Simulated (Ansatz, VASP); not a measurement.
**Sb: VASP beside Ansatz**

The input INCAR:

```
PREC = Accurate
ENCUT = 520
EDIFF = 1E-6
ISMEAR = -1
SIGMA = 0.1
LREAL = False
LASPH = True
NELM = 60
ALGO = Normal
ISIF = 2
LWAVE = False
LCHARG = True
GGA = PE
LELF = True
LVHAR = True
NBANDS = 12
```

The input KPOINTS:

```
regular mesh
0
Gamma
  14 14 14
```

POSCAR

```
Sb
1.0
    2.2166942688      1.2798090328      3.8937400719
   -2.2166942688      1.2798090328      3.8937400719
    0.0000000000     -2.5596180656      3.8937400719
Sb
2
Direct
    0.2326797760      0.2326797760      0.2326797760
    0.7673202240      0.7673202240      0.7673202240
```

Input for Ansatz:

```yaml
crystal:
  lattice:
    - [2.2166942688, 1.2798090328, 3.8937400719]
    - [-2.2166942688, 1.2798090328, 3.8937400719]
    - [0.0, -2.5596180656, 3.8937400719]
  atoms:
    - { symbol: Sb, position: [0.232679776, 0.232679776, 0.232679776] }
    - { symbol: Sb, position: [0.767320224, 0.767320224, 0.767320224] }
hamiltonian:
  xc: pbe
  pseudopotentials:
    kind: paw
    azcp:
      Sb: "pseudopotentials/Sb.paw.azcp"
basis:
  ecutwfc: 420
  fft_grid_basis: typed
kpoints:
  mp_grid: { grid: [14, 14, 14], shift: [0, 0, 0] }
magnetization:
  spin_polarized: false
scf:
  occupations: { method: fermi_dirac, width: 0.1 }
output:
  stress: true
```

Alike in both runs: task single point; functional PBE; k mesh 14 × 14 × 14; occupations fermi-dirac, width 0.1 eV; no spin polarisation.

```csv
,VASP,Ansatz
version,VASP 6.6.1,Ansatz 0.2.0
potentials or method,"VASP PAW PBE potentials, release 64 (Sb), cutoff 520 eV","plane waves (420 eV) with PAW, scalar-relativistic"
valence electrons in the cell,10,30
```

Ansatz gave:

| Quantity | Value |
| --- | --- |
| pressure (GPa) | -1.8 |
| traceless stress, the component that is largest in VASP (GPa) | 0.31 |

Q: What did VASP give for the same quantities?

A: Pressure (GPa): -1.8; traceless stress, the component that is largest in VASP (GPa): 0.29.

With one functional, cell and mesh, what is left measures potentials, basis and numerics. VASP's potentials hold 10 valence electrons a cell and Ansatz's 30, so a difference there can come from the potentials and not from the codes.

Spin-orbit coupling is off throughout.
